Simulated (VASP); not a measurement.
# GaN (Fm-3m) in VASP: notebook, part 2 of 2

VASP 6.6.1. The steps go on from the part before.

**3. Single point, RPBE+D3(BJ), collinear spin**

This run uses another cell than the first one, of 9.15 Å³/atom.

File INCAR:

```
  PREC = Accurate
  ENCUT = 520
  EDIFF = 1E-7
  ISMEAR = -1
  SIGMA = 0.05
  LREAL = F
  LASPH = T
  NELM = 150
  ALGO = Normal
  ISIF = 2
  LWAVE = F
  LCHARG = T
  ISPIN = 2
  MAGMOM = 0.5 0
  LORBIT = 11
  GGA = RP
  IVDW = 12
  LELF = T
  LVHAR = T
  NBANDS = 20
```

File KPOINTS:

```
Automatic mesh
0
Gamma
  11 11 11
```

File POSCAR:

```
GaN
1.0
    0.0000000000      2.0916465448      2.0916465448
    2.0916465448      0.0000000000      2.0916465448
    2.0916465448      2.0916465448      0.0000000000
Ga N
1 1
Direct
    0.0000000000      0.0000000000      0.0000000000
    0.5000000000      0.5000000000      0.5000000000
```

Potentials or basis: VASP PAW PBE potentials, release 64 (Ga_d, N).

The run is started by

```bash
cat potpaw_PBE.64/Ga_d/POTCAR potpaw_PBE.64/N/POTCAR > POTCAR
mpirun -np 1 vasp_std > vasp.out
```

Run time: 51 s. Hardware: 1 thread of Intel Xeon 8259CL, shared host; peak memory 0.18 GiB.

Results (log left out):

```yaml
Free_energy: -13.2739 eV
Pressure: -7.6 GPa
Band_gap_on_the_k_mesh: 1.03 eV (least direct gap 3.16 eV)
Net_moment: 0.00 μB per cell
Valence_electrons_inside_the_program's_atomic_spheres: Ga 11.70; N 3.77
Dispersion_energy_per_atom: -1.510 eV
```

Levels at points of the mesh, in eV from the valence-band top:
Spin up:
| k point | band 6 | band 7 | band 8 | band 9 | band 10 | band 11 | band 12 | band 13 |
| --- | --- | --- | --- | --- | --- | --- | --- | --- |
| (0.00, 0.00, 0.00) | -13.89 | -0.55 | -0.55 | -0.55 | 2.61 | 14.89 | 14.89 | 14.89 |
Spin down:
```tsv
k point	band 5	band 6	band 7	band 8	band 9	band 10	band 11	band 12	band 13	band 14
(0.00, 0.00, 0.00)	-13.89	-13.89	-0.55	-0.55	-0.55	2.61	14.89	14.89	14.89	16.24
```

Caveat: three body term missing; the cell stands under tension; the dispersion term is far too large for a dense solid, which distorts pressure and volume; the PAW data sets were made with another functional, which shifts forces and pressure a little; an odd mesh through Γ misses points on the zone boundary, where band edges can lie.

**4. Single point, RPBE+D3(BJ), collinear spin**

This run uses another cell than the first one, of 9.35 Å³/atom.

File INCAR:

```
SYSTEM = GaN
PREC     = Accurate       ! precision mode
ENCUT    = 520            ! plane-wave cutoff, eV
EDIFF    = 1E-6           ! SCF threshold, eV
ISMEAR   = -1             ! smearing method
SIGMA    = 0.05           ! smearing width, eV
LREAL    = .False.        ! projectors in reciprocal space
LASPH    = .True.         ! aspherical terms in the spheres
NELM     = 150            ! most SCF steps
ALGO     = Normal         ! electronic algorithm
ISIF     = 2              ! what is computed and relaxed
LWAVE    = .False.        ! write WAVECAR
LCHARG   = .True.         ! write CHGCAR
ISPIN    = 2              ! spin polarisation
MAGMOM   = 0.5 0          ! initial moments
LORBIT   = 11             ! projections on sites
GGA      = RP             ! functional
IVDW     = 12             ! dispersion correction
LELF     = .True.         ! ELF
LVHAR    = .True.       
NBANDS   = 20             ! bands
```

File KPOINTS:

```
regular mesh
0
Gamma
  11 11 11
  0 0 0
```

File POSCAR:

```
GaN
1.0
    0.0000000000      2.1063769354      2.1063769354
    2.1063769354      0.0000000000      2.1063769354
    2.1063769354      2.1063769354      0.0000000000
Ga N
1 1
Direct
    0.0000000000      0.0000000000      0.0000000000
    0.5000000000      0.5000000000      0.5000000000
```

The run is started by

```bash
cat potpaw_PBE.64/Ga_d/POTCAR potpaw_PBE.64/N/POTCAR > POTCAR
mpirun -np 1 vasp_std > vasp.out
```

Run time: 64 s. Hardware: 1 thread of Intel Xeon 8259CL, shared host; peak memory 0.18 GiB.

Results (log left out):

| Quantity | Value |
| --- | --- |
| Free energy | -13.2498 eV |
| Pressure | -12.5 GPa |
| Band gap on the k mesh | 0.89 eV (least direct gap 2.89 eV) |
| Net moment | 0.00 μB per cell |
| Valence electrons inside the program's atomic spheres | Ga 11.66; N 3.75 |
| Dispersion energy per atom | -1.477 eV |

Levels at points of the mesh, in eV from the valence-band top:
Spin up:
```csv
k point,band 5,band 6,band 7,band 8,band 9,band 10,band 11,band 12,band 13,band 14
"(0.00, 0.00, 0.00)",-13.90,-13.90,-0.52,-0.52,-0.52,2.36,14.77,14.77,14.77,16.08
```
Spin down:
```tsv
k point	band 6	band 7	band 8	band 9	band 10	band 11	band 12	band 13
(0.00, 0.00, 0.00)	-13.90	-0.52	-0.52	-0.52	2.36	14.77	14.77	14.77
```

Caveat: three body term missing; the cell stands under tension; the dispersion term is far too large for a dense solid, which distorts pressure and volume; the PAW data sets were made with another functional, which shifts forces and pressure a little; an odd mesh through Γ misses points on the zone boundary, where band edges can lie.

**5. Single point, RPBE+D3(BJ), collinear spin**

This run uses another cell than the first one, of 9.54 Å³/atom.

File INCAR:

```
PREC = Accurate ; ENCUT = 520
EDIFF = 1E-6 ; ISMEAR = -1
SIGMA = 0.05 ; LREAL = False
LASPH = True ; NELM = 150
ALGO = Normal ; ISIF = 2
LWAVE = False ; LCHARG = True
ISPIN = 2 ; MAGMOM = 0.5 0
LORBIT = 11 ; GGA = RP
IVDW = 12 ; LELF = True
LVHAR = True ; NBANDS = 20
```

File KPOINTS:

```
Automatic mesh
0
Gamma
  11 11 11
```

File POSCAR:

```
GaN
1.0
    0.0000000000      2.1209041320      2.1209041320
    2.1209041320      0.0000000000      2.1209041320
    2.1209041320      2.1209041320      0.0000000000
Ga N
1 1
Direct
    0.0000000000      0.0000000000      0.0000000000
    0.5000000000      0.5000000000      0.5000000000
```

The run is started by

```bash
cat potpaw_PBE.64/Ga_d/POTCAR potpaw_PBE.64/N/POTCAR > POTCAR
mpirun -np 1 vasp_std > vasp.out
```

It took 63 s on 1 thread of Intel Xeon 8259CL, shared host; peak memory 0.18 GiB.

Results (log left out):

```
Free energy                                           : -13.2147 eV
Pressure                                              : -16.7 GPa
Band gap on the k mesh                                : 0.76 eV (least direct gap 2.63 eV)
Net moment                                            : 0.00 μB per cell
Valence electrons inside the program's atomic spheres : Ga 11.63; N 3.74
Dispersion energy per atom                            : -1.444 eV
```

Levels at points of the mesh, in eV from the valence-band top:
Spin up:
| k point | band 5 | band 6 | band 7 | band 8 | band 9 | band 10 | band 11 | band 12 | band 13 | band 14 |
| --- | --- | --- | --- | --- | --- | --- | --- | --- | --- | --- |
| (0.00, 0.00, 0.00) | -13.92 | -13.92 | -0.50 | -0.50 | -0.50 | 2.13 | 14.65 | 14.65 | 14.65 | 15.78 |
Spin down:
```
           k point  band 6  band 7  band 8  band 9  band 10  band 11  band 12  band 13
(0.00, 0.00, 0.00)  -13.92   -0.50   -0.50   -0.50     2.13    14.65    14.65    14.65
```

Caveat: three body term missing; the cell stands under tension; the dispersion term is far too large for a dense solid, which distorts pressure and volume; semilocal functionals underestimate gaps, and a narrow one can read as zero; the PAW data sets were made with another functional, which shifts forces and pressure a little; an odd mesh through Γ misses points on the zone boundary, where band edges can lie.

**6. Single point, RPBE+D3(BJ), collinear spin**

File INCAR:

```
PREC = Accurate ; ENCUT = 520
EDIFF = 1E-6 ; ISMEAR = -1
SIGMA = 0.05 ; LREAL = False
LASPH = True ; NELM = 150
ALGO = Normal ; ISIF = 2
LWAVE = False ; LCHARG = False
ISPIN = 2 ; MAGMOM = 0.5 0
LORBIT = 11 ; GGA = RP
IVDW = 12 ; NBANDS = 20
```

KPOINTS is that of step 5.

File POSCAR:

```
GaN
1.0
    0.0000000000      2.1352350000      2.1352350000
    2.1352350000      0.0000000000      2.1352350000
    2.1352350000      2.1352350000      0.0000000000
Ga N
1 1
Direct
    0.0000000000      0.0000000000      0.0000000000
    0.5000000000      0.5000000000      0.5000000000
```

Potentials or basis: VASP PAW PBE potentials, release 64 (Ga_d, N).

The run is started by

```bash
cat potpaw_PBE.64/Ga_d/POTCAR potpaw_PBE.64/N/POTCAR > POTCAR
mpirun -np 1 vasp_std > vasp.out
```

Run time: 60 s. Hardware: 1 thread of Intel Xeon 8259CL, shared host; peak memory 0.18 GiB.

Results (log left out):

```
Free energy                                           : -13.1699 eV
Pressure                                              : -20.5 GPa
Band gap on the k mesh                                : 0.64 eV (least direct gap 2.38 eV)
Net moment                                            : 0.00 μB per cell
Valence electrons inside the program's atomic spheres : Ga 11.59; N 3.72
Dispersion energy per atom                            : -1.413 eV
```

Levels at points of the mesh, in eV from the valence-band top:
Spin up:
```
           k point  band 5  band 6  band 7  band 8  band 9  band 10  band 11  band 12  band 13  band 14
(0.00, 0.00, 0.00)  -13.93  -13.93   -0.48   -0.48   -0.48     1.90    14.53    14.53    14.53    15.49
```
Spin down:
```csv
k point,band 6,band 7,band 8,band 9,band 10,band 11,band 12,band 13
"(0.00, 0.00, 0.00)",-13.93,-0.48,-0.48,-0.48,1.90,14.53,14.53,14.53
```

Caveat: three body term missing; the cell stands under tension; the dispersion term is far too large for a dense solid, which distorts pressure and volume; semilocal functionals underestimate gaps, and a narrow one can read as zero; the PAW data sets were made with another functional, which shifts forces and pressure a little; an odd mesh through Γ misses points on the zone boundary, where band edges can lie.

**7. Overview**

```csv
level,spin,cell,gap on the mesh (eV),pressure (GPa),moment (μB)
PBE,off,"a = 3.020 Å, angles 60.0°, 2 atoms",0.54,0.4,-
RPBE+D3(BJ),collinear,"a = 2.958 Å, angles 60.0°, 2 atoms",1.03,-7.6,0.00
RPBE+D3(BJ),collinear,"a = 2.979 Å, angles 60.0°, 2 atoms",0.89,-12.5,0.00
RPBE+D3(BJ),collinear,"a = 2.999 Å, angles 60.0°, 2 atoms",0.76,-16.7,0.00
RPBE+D3(BJ),collinear,"a = 3.020 Å, angles 60.0°, 2 atoms",0.64,-20.5,0.00
```

Alike in all rows: task single point; potentials or basis VASP PAW PBE potentials, release 64 (Ga_d, N); k mesh 11 × 11 × 11; cutoff (eV) 520; smearing fermi-dirac 0.05 eV.

Caveats: an odd mesh through Γ misses points on the zone boundary, where band edges can lie; three body term missing (at least some runs); the cell stands under tension (at least some runs); the dispersion term is far too large for a dense solid, which distorts pressure and volume (at least some runs); the PAW data sets were made with another functional, which shifts forces and pressure a little (at least some runs); semilocal functionals underestimate gaps, and a narrow one can read as zero (at least some runs).

Absolute energies hang on the potentials; compare differences alone.
